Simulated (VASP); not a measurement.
# Zr5TiC6 (P4/mmm) in VASP: further runs

Runs on Zr5TiC6. Level: PBE. Tasks: single point.

Everything below comes from runs of VASP 6.6.1. Logs are shortened: lines on timing, memory, paths and dates and some standing lists are left out, and cuts for length are marked.

## Step 1: The cell of the first run

It takes space group P4/mmm (No. 123, tetragonal). Conventional cell: a = 3.298 Å, b = 3.298 Å, c = 13.943 Å, α = 90.00°, β = 90.00°, γ = 90.00°. Within 3.1 Å of Zr (site symmetry 4mm) lie 6 C at 2.33 to 2.39 Å. Zr (site symmetry 4mm) has 6 C at 2.24 to 2.38 Å within 3.0 Å. Within 3.1 Å of Zr (site symmetry 4/mmm) lie 6 C at 2.33 to 2.36 Å. Within 2.9 Å of Ti (site symmetry 4/mmm) lie 6 C at 2.21 to 2.33 Å. Within 3.1 Å of C (site symmetry 4/mmm) lie 6 Zr at 2.33 to 2.37 Å. Within 3.1 Å of C (site symmetry 4mm) lie 6 Zr at 2.33 to 2.38 Å. Within 2.9 Å of C (site symmetry 4mm) lie 1 Ti at 2.21 Å and 5 Zr at 2.33 to 2.39 Å. Within 3.0 Å of C (site symmetry 4/mmm) lie 2 Zr at 2.24 Å and 4 Ti at 2.33 Å.

## Step 2: Single point, PBE

The input, INCAR:

```
SYSTEM = Zr5TiC6
ALGO = Normal
EDIFF = 1E-7
ENCUT = 520
GGA = PE
ISIF = 2
ISMEAR = 0
LASPH = .True.
LCHARG = .False.
LREAL = .False.
LWAVE = .False.
NBANDS = 60
NELM = 100
PREC = Accurate
SIGMA = 0.1
```

The input, KPOINTS:

```
k-points
0
Gamma
  6 6 2
  0 0 0
```

The input, POSCAR:

```
Zr5TiC6
1.0
    3.2981633454      0.0000000000      0.0000000000
    0.0000000000      3.2981633454      0.0000000000
    0.0000000000      0.0000000000     13.9434407322
Zr Ti C
5 1 6
Direct
    0.0000000000      0.0000000000      0.1697508282
    0.5000000000      0.5000000000      0.3395047306
    0.5000000000      0.5000000000      0.6604952694
    0.0000000000      0.0000000000      0.8302491718
    0.5000000000      0.5000000000      0.0000000000
    0.0000000000      0.0000000000      0.5000000000
    0.0000000000      0.0000000000      0.0000000000
    0.5000000000      0.5000000000      0.1691036740
    0.0000000000      0.0000000000      0.3414306526
    0.5000000000      0.5000000000      0.5000000000
    0.0000000000      0.0000000000      0.6585693474
    0.5000000000      0.5000000000      0.8308963260
```

Potentials or basis: VASP PAW PBE potentials, release 64 (Zr_sv, Ti_sv, C).

The run is started by

```sh
$ cat potpaw_PBE.64/Zr_sv/POTCAR potpaw_PBE.64/Ti_sv/POTCAR potpaw_PBE.64/C/POTCAR > POTCAR
$ mpirun -np 1 vasp_std > vasp.out
```

OUTCAR:

```text
SYSTEM = Zr5TiC6
   EDIFF = 1E-7
   ENCUT = 520
   GGA = PE
   ISIF = 2
   ISMEAR = 0
   LASPH = .True.
   LREAL = .False.
   NELM = 100
   PREC = Accurate

 ion  position               nearest neighbor table
   1  0.000  0.000  0.170-   8 2.33   8 2.33   8 2.33   8 2.33   7 2.37   9 2.39   5 3.32   5 3.32
                             5 3.32   5 3.32   2 3.32   2 3.32   2 3.32   2 3.32
   2  0.500  0.500  0.340-  10 2.24   9 2.33   9 2.33   9 2.33   9 2.33   8 2.38   6 3.23   6 3.23
                             6 3.23   6 3.23   1 3.32   1 3.32   1 3.32   1 3.32
   3  0.500  0.500  0.660-  10 2.24  11 2.33  11 2.33  11 2.33  11 2.33  12 2.38   6 3.23   6 3.23
                             6 3.23   6 3.23   4 3.32   4 3.32   4 3.32   4 3.32
   4  0.000  0.000  0.830-  12 2.33  12 2.33  12 2.33  12 2.33   7 2.37  11 2.39   5 3.32   5 3.32
                             5 3.32   5 3.32   3 3.32   3 3.32   3 3.32   3 3.32
   5  0.500  0.500  0.000-   7 2.33   7 2.33   7 2.33   7 2.33  12 2.36   8 2.36   4 3.32   4 3.32
                             1 3.32   4 3.32   1 3.32   1 3.32   4 3.32   1 3.32
   6  0.000  0.000  0.500-   9 2.21  11 2.21  10 2.33  10 2.33  10 2.33  10 2.33   3 3.23   3 3.23
                             2 3.23   3 3.23   2 3.23   2 3.23   3 3.23   2 3.23
   7  0.000  0.000  0.000-   5 2.33   5 2.33   5 2.33   5 2.33   1 2.37   4 2.37
   8  0.500  0.500  0.169-   1 2.33   1 2.33   1 2.33   1 2.33   5 2.36   2 2.38
   9  0.000  0.000  0.341-   6 2.21   2 2.33   2 2.33   2 2.33   2 2.33   1 2.39
  10  0.500  0.500  0.500-   2 2.24   3 2.24   6 2.33   6 2.33   6 2.33   6 2.33
  11  0.000  0.000  0.659-   6 2.21   3 2.33   3 2.33   3 2.33   3 2.33   4 2.39
  12  0.500  0.500  0.831-   4 2.33   4 2.33   4 2.33   4 2.33   5 2.36   3 2.38

  LATTYP: Found a simple tetragonal cell.
 ALAT       =     3.2981633454
 C/A-ratio  =     4.2276380130

  Lattice vectors:

 A1 = (   3.2981633454,   0.0000000000,   0.0000000000)
 A2 = (   0.0000000000,   3.2981633454,   0.0000000000)
 A3 = (   0.0000000000,   0.0000000000,  13.9434407322)

Analysis of symmetry for initial positions (statically):
=====================================================================
 Subroutine PRICEL returns:
 Original cell was already a primitive cell.

 Routine SETGRP: Setting up the symmetry group for a
 simple tetragonal supercell.

 Subroutine GETGRP returns: Found 16 space group operations
 (whereof 16 operations were pure point group operations)
 out of a pool of 16 trial point group operations.

The static configuration has the point symmetry D_4h.

Analysis of symmetry for dynamics (positions and initial velocities):
=====================================================================
 Subroutine PRICEL returns:
 Original cell was already a primitive cell.

 Routine SETGRP: Setting up the symmetry group for a
 simple tetragonal supercell.

 Subroutine GETGRP returns: Found 16 space group operations
 (whereof 16 operations were pure point group operations)
 out of a pool of 16 trial point group operations.

The dynamic configuration has the point symmetry D_4h.

 Subroutine INISYM returns: Found 16 space group operations
 (whereof 16 operations are pure point group operations),
 and found     1 'primitive' translations

----------------------------------------------------------------------------------------

                                     Primitive cell

  volume of cell :     151.6751

  direct lattice vectors                    reciprocal lattice vectors
     3.298163345  0.000000000  0.000000000     0.303199052  0.000000000  0.000000000
     0.000000000  3.298163345  0.000000000     0.000000000  0.303199052  0.000000000
     0.000000000  0.000000000 13.943440732     0.000000000  0.000000000  0.071718310

  length of vectors
     3.298163345  3.298163345 13.943440732     0.303199052  0.303199052  0.071718310

  position of ions in fractional coordinates (direct lattice)
     0.000000000  0.000000000  0.169750828
     0.500000000  0.500000000  0.339504731
     0.500000000  0.500000000  0.660495269
     0.000000000  0.000000000  0.830249172
     0.500000000  0.500000000  0.000000000
     0.000000000  0.000000000  0.500000000
     0.000000000  0.000000000  0.000000000
     0.500000000  0.500000000  0.169103674
     0.000000000  0.000000000  0.341430653
     0.500000000  0.500000000  0.500000000
     0.000000000  0.000000000  0.658569347
     0.500000000  0.500000000  0.830896326
[... 28 lines left out ...]
     0.000000000  0.050533175  0.000000000     0.000000000  0.166666667  0.000000000
     0.000000000  0.000000000  0.035859155     0.000000000  0.000000000  0.500000000

  Length of vectors
     0.050533175  0.050533175  0.035859155

  Shift w.r.t. Gamma in fractional coordinates (k-lattice)
     0.000000000  0.000000000  0.000000000

 Subroutine IBZKPT returns following result:
 ===========================================

 Found     20 irreducible k-points:

 Following reciprocal coordinates:
            Coordinates               Weight
  0.000000  0.000000  0.000000      1.000000
  0.166667  0.000000  0.000000      4.000000
  0.333333  0.000000  0.000000      4.000000
  0.500000  0.000000  0.000000      2.000000
  0.166667  0.166667  0.000000      4.000000
  0.333333  0.166667  0.000000      8.000000
[... 12 lines left out ...]
  0.500000  0.333333  0.500000      4.000000
  0.500000  0.500000  0.500000      1.000000
   k-points           NKPTS =     20   k-points in BZ     NKDIM =     20   number of bands    NBANDS=     60
   number of dos      NEDOS =    301   number of ions     NIONS =     12
   total plane-waves  NPLWV =  84672
   dimension x,y,z NGX =    28 NGY =   28 NGZ =  108
   dimension x,y,z NGXF=    56 NGYF=   56 NGZF=  216
   ions per type =               5   1   6
   NGX,Y,Z   is equivalent  to a cutoff of  14.11, 14.11, 12.88 a.u.
   NGXF,Y,Z  is equivalent  to a cutoff of  28.23, 28.23, 25.75 a.u.
 SYSTEM =  Zr5TiC6
   PREC   = accura    normal or accurate (medium, high low for compatibility)
   ISTART =      0    job   : 0-new  1-cont  2-samecut
   ICHARG =      2    charge: 1-file 2-atom 10-const
   ISPIN  =      1    spin polarized calculation?
   LNONCOLLINEAR =      F non collinear calculations
   LSORBIT =      F    spin-orbit coupling
   LASPH  =      T    aspherical Exc in radial PAW
   ENCUT  =  520.0 eV  38.22 Ry    6.18 a.u.   6.13  6.13 25.93*2*pi/ulx,y,z
   NELM   =    100;   NELMIN=  2; NELMDL= -5     # of ELM steps
   EDIFF  = 0.1E-06   stopping-criterion for ELM
   LREAL  =      F    real-space projection
   EDIFFG = 0.1E-05   stopping-criterion for IOM
   NSW    =      0    number of steps for IOM
   IBRION =     -1    ionic relax: 0-MD 1-quasi-New 2-CG
   NFREE  =      0    steps in history (QN), initial steepest desc. (CG)
   ISIF   =      2    stress and relaxation
   ISYM   =      2    0-nonsym 1-usesym 2-fastsym
   POTIM  = 0.5000    time-step for ionic-motion
   TEBEG  =    0.0;   TEEND  =   0.0 temperature during run
   PSTRESS=    0.0 pullay stress
   NELECT =      96.0000    total number of electrons
   NUPDOWN=      -1.0000    fix difference up-down
   EMIN   =  10.00;   EMAX   =-10.00  energy-range for DOS
   EFERMI =   0.00;   METHOD = LEGACY
   ISMEAR =     0;   SIGMA  =   0.10  broadening in eV -4-tet -1-fermi 0-gaus
   EFERMI_NEDOS =   21; number of points for ismear=-14 and -15
   IALGO  =     38    algorithm
   IMIX   =      4    mixing-type and parameters
     AMIX     =   0.40;   BMIX     =  1.00
     AMIX_MAG =   1.60;   BMIX_MAG =  1.00
  volume/ion in A,a.u.               =      12.64        85.30
  Fermi-wavevector in a.u.,A,eV,Ry     =   1.405596  2.656191 26.881028  1.975700
  Thomas-Fermi vector in A             =   2.528041
   LORBIT       =      0    0 simple, 1 ext, 2 COOP (PROOUT), +10 PAW based schemes
   GGA     = PE    functional components
   LHFCALC =     F    Hartree Fock is set to
   AEXX    =    0.0000 exact exchange contribution
   IVDW    =     0    specifies the selected vdW correction
   LEPSILON=     F    determine dielectric tensor
   LRPA    =     F    only Hartree local field effects (RPA)
 non-spin polarized calculation
 Gauss-broadening in eV      SIGMA  =   0.10
  energy-cutoff  :      520.00
  volume of cell :      151.68
 maximum number of plane-waves:      4144
 NGX is ok and might be reduce to    28
   NGX = 13   NGY = 13   NGZ = 51

 number of electron      95.9999996 magnetization

 Free energy of the ion-electron system (eV)
  ---------------------------------------------------
  ext. energy  EPLUGINS =         0.00000000
  ---------------------------------------------------
  free energy    TOTEN  =      -115.56997295 eV

  energy without entropy =     -115.56465369  energy(sigma->0) =     -115.56731332

 E-fermi :   9.4387     XC(G=0): -12.1565

 val. band max:        9.3556992158   @ k =   0.0000   0.0000   0.5000
 cond. band min:       9.4404190725   @ k =   0.0000   0.0000   0.5000
 fundamental gap:      0.0847198567
 Fermi energy:         9.4386859768

 k-point     1 :       0.0000    0.0000    0.0000
  band No.  band energies     occupation
      1     -47.5102      2.00000
      2     -38.6154      2.00000
      3     -38.5865      2.00000
      4     -38.5155      2.00000
      5     -38.4639      2.00000
      6     -38.4608      2.00000
[... 1249 lines left out ...]
     59      12.9157      0.00000
     60      14.0424      0.00000

------------------------ aborting loop because EDIFF is reached ----------------------------------------

  FORCE on cell =-STRESS in cart. coord.  units (eV):
  Direction    XX          YY          ZZ          XY          YZ          ZX
  --------------------------------------------------------------------------------------
  -------------------------------------------------------------------------------------
  Total        0.1013969      0.1013969      0.1094257      0.0000000      0.0000000     -0.0000000
  in kB        1.0710779      1.0710779      1.1558881      0.0000000      0.0000000     -0.0000000
  external PRESSURE =       1.0993480 kB  Pullay stress =       0.0000000 kB

 VOLUME and BASIS-vectors are now :
 -----------------------------------------------------------------------------
  energy-cutoff  :      520.00
  volume of cell :      151.68
      direct lattice vectors                 reciprocal lattice vectors
     3.298163345  0.000000000  0.000000000     0.303199052  0.000000000  0.000000000
     0.000000000  3.298163345  0.000000000     0.000000000  0.303199052  0.000000000
     0.000000000  0.000000000 13.943440732     0.000000000  0.000000000  0.071718310

 POSITION                                       TOTAL-FORCE (eV/Angst)
 -----------------------------------------------------------------------------------
      0.00000      0.00000      2.36691        -0.000000     -0.000000     -0.004385
      1.64908      1.64908      4.73386        -0.000000      0.000000     -0.004979
      1.64908      1.64908      9.20958        -0.000000     -0.000000      0.004979
      0.00000      0.00000     11.57653        -0.000000     -0.000000      0.004385
      1.64908      1.64908      0.00000        -0.000000     -0.000000      0.000000
      0.00000      0.00000      6.97172        -0.000000     -0.000000      0.000000
      0.00000      0.00000      0.00000        -0.000000     -0.000000      0.000000
      1.64908      1.64908      2.35789        -0.000000     -0.000000     -0.001607
      0.00000      0.00000      4.76072         0.000000      0.000000     -0.005939
      1.64908      1.64908      6.97172        -0.000000     -0.000000      0.000000
      0.00000      0.00000      9.18272         0.000000      0.000000      0.005939
      1.64908      1.64908     11.58555        -0.000000      0.000000      0.001607
 -----------------------------------------------------------------------------------
    total drift:                                0.000000      0.000000      0.000000

  FREE ENERGIE OF THE ION-ELECTRON SYSTEM (eV)
  ---------------------------------------------------
  free  energy   TOTEN  =      -115.5699729461 eV

  energy  without entropy=     -115.5646536912  energy(sigma->0) =     -115.56731332
```

Wall time 5.1 min (1 thread of Intel Xeon Platinum 8259CL at 2.50GHz (Skylake/Cascade Lake), shared host); peak memory 0.35 GiB.

Results:

```
Free energy            : -115.5700 eV
Pressure               : 0.1 GPa
Largest force          : 0.006 eV/Å
Band gap on the k mesh : zero (bands 48 and 49 overlap by 0.33 eV)
```

Forces in eV/Å, atoms in the order of the input:
```
Zr   0.000  0.000 -0.004
Zr   0.000  0.000 -0.005
Zr   0.000  0.000  0.005
Zr   0.000  0.000  0.004
Zr   0.000  0.000  0.000
Ti   0.000  0.000  0.000
C    0.000  0.000  0.000
C    0.000  0.000 -0.002
C    0.000  0.000 -0.006
C    0.000  0.000  0.000
C    0.000  0.000  0.006
C    0.000  0.000  0.002
```

Levels at points of the mesh, in eV from the Fermi level:
```tsv
k point	band 46	band 47	band 48	band 49	band 50	band 51
(0.00, 0.00, 0.00)	-0.12	0.10	0.10	0.13	0.15	1.02
(0.50, 0.00, 0.00)	-2.41	-2.29	-1.98	2.02	2.39	2.77
(0.50, 0.50, 0.00)	-1.66	-0.10	0.11	0.11	0.22	1.78
(0.00, 0.00, 0.50)	-0.08	0.00	0.00	0.22	0.22	0.33
(0.50, 0.00, 0.50)	-2.31	-2.26	-2.03	2.05	2.39	2.69
(0.50, 0.50, 0.50)	-0.89	-0.75	-0.60	0.65	0.65	0.70
```

## Step 3: Single point, PBE

The input, INCAR:

```
PREC = Accurate
ENCUT = 520
EDIFF = 1E-7
ISMEAR = 0
SIGMA = 0.2
LREAL = F
LASPH = T
NELM = 60
ALGO = Normal
ISIF = 2
LWAVE = F
LCHARG = F
GGA = PE
NBANDS = 60
```

The input, KPOINTS:

```
Automatic mesh
0
Gamma
  6 6 2
```

The input, POSCAR:

```
Zr5TiC6
1.0
    3.2978457335      0.0000000000      0.0000000000
    0.0000000000      3.2978457335      0.0000000000
    0.0000000000      0.0000000000     13.9363729338
Zr Ti C
5 1 6
Direct
    1.0000000000      0.0000000000      0.1696952023
    0.5000000000      0.5000000000      0.3393977840
    0.5000000000      0.5000000000      0.6606022160
    1.0000000000      0.0000000000      0.8303047977
    0.5000000000      0.5000000000      1.0000000000
    1.0000000000      0.0000000000      0.5000000000
    0.0000000000      1.0000000000      1.0000000000
    0.5000000000      0.5000000000      0.1691824724
    0.0000000000      0.0000000000      0.3412968329
    0.5000000000      0.5000000000      0.5000000000
    0.0000000000      0.0000000000      0.6587031671
    0.5000000000      0.5000000000      0.8308175276
```

Potentials or basis: VASP PAW PBE potentials, release 64 (Zr_sv, Ti_sv, C).

The run is started by

```sh
$ cat potpaw_PBE.64/Zr_sv/POTCAR potpaw_PBE.64/Ti_sv/POTCAR potpaw_PBE.64/C/POTCAR > POTCAR
$ mpirun -np 1 vasp_std > vasp.out
```

Wall time 5.2 min (1 thread of Intel Xeon Platinum 8259CL at 2.50GHz (Skylake/Cascade Lake), shared host); peak memory 0.35 GiB.

It converged, with:

- Free energy: -115.5805 eV
- Pressure: 0.3 GPa
- Largest force: 0.016 eV/Å
- Band gap on the k mesh: zero (bands 48 and 49 overlap by 0.33 eV)

Forces on the atoms (eV/Å):
```
Zr   0.000  0.000  0.012
Zr   0.000  0.000  0.005
Zr   0.000  0.000 -0.005
Zr   0.000  0.000 -0.012
Zr   0.000  0.000  0.000
Ti   0.000  0.000  0.000
C    0.000  0.000  0.000
C    0.000  0.000 -0.016
C    0.000  0.000  0.009
C    0.000  0.000  0.000
C    0.000  0.000 -0.009
C    0.000  0.000  0.016
```

Stress tensor (GPa, compression positive):
```
0.23 0.00 0.00
0.00 0.23 0.00
0.00 0.00 0.31
```

Levels at points of the mesh, in eV from the Fermi level:
```csv
k point,band 44,band 45,band 46,band 47,band 48,band 49,band 50,band 51,band 52,band 53
"(0.00, 0.00, 0.00)",-0.17,-0.13,-0.13,0.09,0.09,0.12,0.15,1.02,1.03,1.03
"(0.50, 0.00, 0.00)",-2.60,-2.45,-2.41,-2.29,-1.98,2.02,2.39,2.77,3.30,3.61
"(0.50, 0.50, 0.00)",-2.01,-1.67,-1.67,-0.11,0.10,0.10,0.21,1.78,1.78,1.94
"(0.00, 0.00, 0.50)",-0.39,-0.09,-0.09,-0.01,-0.01,0.21,0.21,0.32,0.32,0.75
"(0.50, 0.00, 0.50)",-2.58,-2.47,-2.31,-2.26,-2.04,2.04,2.39,2.69,3.50,3.55
"(0.50, 0.50, 0.50)",-1.83,-0.93,-0.90,-0.76,-0.60,0.65,0.65,0.69,0.69,2.66
```

The gap in the log of VASP goes by the Fermi energy; the results here count the filled bands.